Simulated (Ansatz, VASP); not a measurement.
**Two plane-wave programs on MgO2**

POSCAR

```
MgO2
1.0
    1.5806896008      0.9126115665      3.4939788749
   -1.5806896008      0.9126115665      3.4939788749
    0.0000000000     -1.8252231330      3.4939788749
Mg O
1 2
Direct
    0.0000000000      0.0000000000      0.0000000000
    0.4287860000      0.4287860000      0.4287860000
    0.5712140000      0.5712140000      0.5712140000
```

INCAR.step1

```
PREC = Accurate
ENCUT = 520
ISMEAR = 0
SIGMA = 0.05
LREAL = F
LASPH = T
NELM = 60
NBANDS = 14
GGA = PE
ALGO = Normal
EDIFF = 1E-4
LWAVE = T
LCHARG = F
```

The input INCAR.step2:

```
PREC = Accurate
ENCUT = 520
EDIFF = 1E-7
ISMEAR = 0
SIGMA = 0.05
LREAL = F
LASPH = T
NELM = 60
ALGO = Normal
ISIF = 2
LWAVE = F
LCHARG = F
METAGGA = R2SCAN
LMIXTAU = T
NBANDS = 14
ISTART = 1
```

File KPOINTS:

```
Automatic mesh
0
Gamma
  12 12 12
```

Input for Ansatz:

```yaml
crystal:
  lattice:
    - [1.5806896008, 0.9126115665, 3.4939788749]
    - [-1.5806896008, 0.9126115665, 3.4939788749]
    - [0.0, -1.825223133, 3.4939788749]
  atoms:
    - { symbol: Mg, position: [0.0, 0.0, 0.0] }
    - { symbol: O, position: [0.428786, 0.428786, 0.428786] }
    - { symbol: O, position: [0.571214, 0.571214, 0.571214] }
basis:
  ecutwfc: 500
kpoints:
  mp_grid: { grid: [12, 12, 12] }
hamiltonian:
  xc: r2scan
scf:
  occupations: { method: gaussian, width: 0.05 }
output:
  forces: true
  stress: true
  eigenvalues: true
```

Change from the starting cell: strain -0.015 along x and y, +0.000 along z, atoms carried along.

Alike in both runs: task single point; functional r2SCAN; k mesh 12 × 12 × 12; occupations gaussian, width 0.05 eV; no spin polarisation.

|  | VASP | Ansatz |
| --- | --- | --- |
| version | VASP 6.6.1 | Ansatz 0.2.0 |
| potentials or method | VASP PAW PBE potentials, release 64 (Mg, O), cutoff 520 eV | scalar-relativistic, plane waves, PAW |
| valence electrons in the cell | 14 | 22 |

Ansatz gave:

* gap on the k mesh at the Fermi level (eV): 2.90
* least direct gap on the mesh (eV): 2.90
* pressure (GPa): -2.3
* traceless stress, the component that is largest in VASP (GPa): -3.79
* rms of the force components (eV/Å): 0.194

Task: What did VASP give for the same quantities?

Result: gap on the k mesh at the Fermi level (eV): 2.87; least direct gap on the mesh (eV): 2.87; pressure (GPa): -2.7; traceless stress, the component that is largest in VASP (GPa): -2.32; rms of the force components (eV/Å): 0.069.

VASP's potentials were made for PBE, not for r2SCAN. Atom by atom the forces differ by 0.125 eV/Å (rms over components). The functional is the same, so the differences come from potentials, cutoffs and numerics. VASP's potentials hold 14 valence electrons a cell and Ansatz's 22, so a difference there can come from the potentials and not from the codes.
